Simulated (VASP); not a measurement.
The system is Cd.

```
Cd
1.0
     4.42000    0.00000    0.00000
     0.00000    4.42000    0.00000
     0.00000    0.00000    4.42000
Cd
4
Direct
  0.00000 0.00000 0.00000
  0.00000 0.50000 0.50000
  0.50000 0.00000 0.50000
  0.50000 0.50000 0.00000
```

This isn't the form of Cd at room conditions, which is hcp.

- Program: VASP 6.6.1
- Task: relaxation of cell and atoms
- Functional: LDA
- Potentials or basis: VASP PAW LDA potentials, release 64 (Cd)
- Cutoff: 500 eV
- k mesh: 4 × 4 × 4
- Occupations: fermi-dirac, width 0.05 eV
- Spin: no spin polarisation

At the start: pressure -3.9 GPa; volume 21.59 Å³/atom.

**Question.** How do energy, volume and symmetry change on relaxing?

**Answer.** Over 3 steps the energy falls by 16.7 meV/atom and the volume is 20.29 Å³/atom (-6.0 %); space group Fm-3m (No. 225, to 0.1 Å) before and after.

Step by step:
```tsv
step	energy change (eV)	largest force (eV/Å)	pressure (GPa)	volume (Å³)
1	0.0000	0.0000	-3.86	86.35
2	-0.0630	0.0000	1.08	80.01
3	-0.0669	0.0000	0.01	81.15
```

Final structure:
```xyz
4
Lattice="4.3293 0.0000 0.0000 0.0000 4.3293 0.0000 0.0000 0.0000 4.3293" Properties=species:S:1:pos:R:3 pbc="T T T"
Cd    0.0000    0.0000    0.0000
Cd    0.0000    2.1647    2.1647
Cd    2.1647    0.0000    2.1647
Cd    2.1647    2.1647    0.0000
```

Caveat: the highest band is partly filled, so the run has too few bands.
